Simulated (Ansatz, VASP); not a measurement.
One calculation of Pd, two programs

File INCAR:

```
SYSTEM = Pd
AGGAC = 1.0 ; AGGAX = 1.0
ALDAC = 0.0 ; ALDAX = 1.0
ALGO = Normal ; EDIFF = 1E-6
EDIFFG = -0.01 ; ENCUT = 600
GGA = B5 ; IBRION = 2
ISIF = 3 ; ISMEAR = -1
ISPIN = 2 ; LASPH = .True.
LCHARG = .False. ; LMAXMIX = 4
LORBIT = 11 ; LREAL = .False.
LWAVE = .False. ; MAGMOM = 0.5 -0.5
NELM = 150 ; NSW = 80
PREC = Accurate ; SIGMA = 0.05
```

Contents of KPOINTS:

```
k-points
0
Gamma
  13 13 7
  0 0 0
```

File POSCAR:

```
Pd
1.0
    2.7505001182      0.0000000000      0.0000000000
   -1.3752500591      2.3820029755      0.0000000000
    0.0000000000      0.0000000000      4.4915666931
Pd
2
Direct
    0.3333333333      0.6666666667      0.2500000000
    0.6666666667      0.3333333333      0.7500000000
```

Input for Ansatz:

```yaml
crystal:
  lattice:
    - [2.7505001182, 0.0, 0.0]
    - [-1.3752500591, 2.3820029755, 0.0]
    - [0.0, 0.0, 4.4915666931]
  atoms:
    - { symbol: Pd, position: [0.3333333333, 0.6666666667, 0.25], spin: 0.5 }
    - { symbol: Pd, position: [0.6666666667, 0.3333333333, 0.75], spin: -0.5 }
hamiltonian:
  xc: blyp
  pseudopotentials:
    kind: paw
    azcp:
      Pd: "pseudopotentials/Pd.paw.azcp"
basis:
  ecutwfc: 420
  fft_grid_basis: typed
kpoints:
  mp_grid: { grid: [13, 13, 7], shift: [0, 0, 0] }
magnetization:
  spin_polarized: true
scf:
  occupations: { method: fermi_dirac, width: 0.05 }
relax:
  max_steps: 60
  f_tol: 0.01
  cell: {}
```

Alike in both runs: task relaxation of cell and atoms; functional BLYP; k mesh 13 × 13 × 7; occupations fermi-dirac, width 0.05 eV; collinear spin.

|  | VASP | Ansatz |
| --- | --- | --- |
| version | VASP 6.6.1 | Ansatz 0.2.0 |
| potentials or method | VASP PAW PBE potentials, release 64 (Pd), cutoff 600 eV | plane waves (420 eV) with PAW, scalar-relativistic |
| valence electrons in the cell | 20 | 36 |

|  | VASP | Ansatz | Ansatz less VASP |
| --- | --- | --- | --- |
| net moment per atom (μB) | 0.00 | 0.00 | 0.000 |
| relaxed volume (Å³/atom) | 16.46 | 16.42 | -0.033 |
| relaxed cell length with the largest relative difference (Å) | 2.825 | 2.822 | -0.0032 |

VASP's potentials were made for PBE, not for BLYP. VASP's potentials hold 20 valence electrons a cell and Ansatz's 36, so a difference there can come from the potentials and not from the codes. Ansatz's warnings: seeded moment not kept.
